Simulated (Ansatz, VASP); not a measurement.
One calculation of Rb, two programs

```
CELL_PARAMETERS angstrom
2.82259 -8.95382 0.00000
2.82259 8.95382 0.00000
0.00000 0.00000 7.47004
ATOMIC_POSITIONS crystal
Rb 0.09800 0.90200 0.91000
Rb 0.59800 0.40200 0.59000
Rb 0.90200 0.09800 0.09000
Rb 0.40200 0.59800 0.41000
```

Alike in both runs: task single point; functional PBEsol; k mesh 4 × 4 × 4; occupations gaussian, width 0.1 eV; no spin polarisation.

```csv
,VASP,Ansatz
version,VASP 6.6.1,Ansatz 0.2.0
potentials or method,"VASP PAW PBE potentials, release 64 (Rb_sv), cutoff 520 eV","scalar-relativistic, plane waves, PAW"
valence electrons in the cell,36,36
```

```csv
,VASP,Ansatz,Ansatz less VASP
gap on the k mesh at the Fermi level (eV),none,none,-
pressure (GPa),0.6,0.6,0.00
"traceless stress, the component that is largest in VASP (GPa)",0.36,0.36,0.000
rms of the force components (eV/Å),0.362,0.361,-0.0007
```

VASP's potentials were made for PBE, not for PBEsol. Atom by atom the forces differ by 0.001 eV/Å (rms over components). A gap of «none» marks a metal or a gap that the smearing closes. The functional is the same, so the differences come from potentials, cutoffs and numerics.
